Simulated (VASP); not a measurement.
Crystal: Si3Ge.

```
Si Ge
1.0
     1.94265    1.12159    6.34097
    -1.94265    1.12159    6.34097
     0.00000   -2.24318    6.34097
Si Ge
3 1
Direct
  0.00134 0.00134 0.00134
  0.49871 0.49871 0.49871
  0.37501 0.37501 0.37501
  0.87495 0.87495 0.87495
```

Base run:

```yaml
Program: VASP 6.6.1
Functional: PBE
Potentials_or_basis: VASP PAW PBE potentials, release 64 (Si, Ge_d)
Cutoff: 520 eV
k_mesh: 8 × 8 × 8
Occupations: gaussian, width 0.01 eV
Spin: no spin polarisation
```

Its results: band gap on the k mesh 0.57 eV, indirect (least direct gap 1.13 eV); pressure 1.8 GPa; largest force 0.076 eV/Å.

Question: The run is repeated on the same cell with these changes: functional from PBE to r2SCAN; further incar settings from ALGO = Normal; EDIFF = 1e-06; NBANDS = 21 to ALGO = Normal; EDIFF = 1e-07; NBANDS = 21. What comes out?

Answer: Band gap on the k mesh 0.77 eV, indirect (least direct gap 1.45 eV); pressure -0.1 GPa; largest force 0.019 eV/Å.

Caveats: the PAW data sets were made with another functional, which shifts forces and pressure a little (some runs).

A k mesh can miss the band edges.
